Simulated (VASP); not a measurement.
The system is CsCl.

```
Cs Cl
1.0
     4.13683    0.00000    0.00000
     0.00000    4.13683    0.00000
     0.00000    0.00000    4.13683
Cs Cl
1 1
Direct
  0.00000 0.00000 0.00000
  0.50000 0.50000 0.50000
```

Base run:

```yaml
Program: VASP 6.6.1
Functional: PBE
Potentials_or_basis: VASP PAW PBE potentials, release 64 (Cs_sv, Cl)
Cutoff: 500 eV
k_mesh: 6 × 6 × 6
Occupations: gaussian, width 0.01 eV
Spin: no spin polarisation
```

Its results: band gap on the k mesh 5.21 eV; pressure 0.8 GPa.

**Question.** The run is repeated on the same cell with these changes: functional from PBE to r2SCAN; cutoff from 500 eV to 550 eV. What comes out?

**Answer.** Band gap on the k mesh 5.91 eV; pressure 0.1 GPa.

Caveats: spin-orbit coupling is left out, which moves the levels of the heavy elements; the PAW data sets were made with another functional, which shifts forces and pressure a little (at least some runs).

A k mesh can miss the band edges.
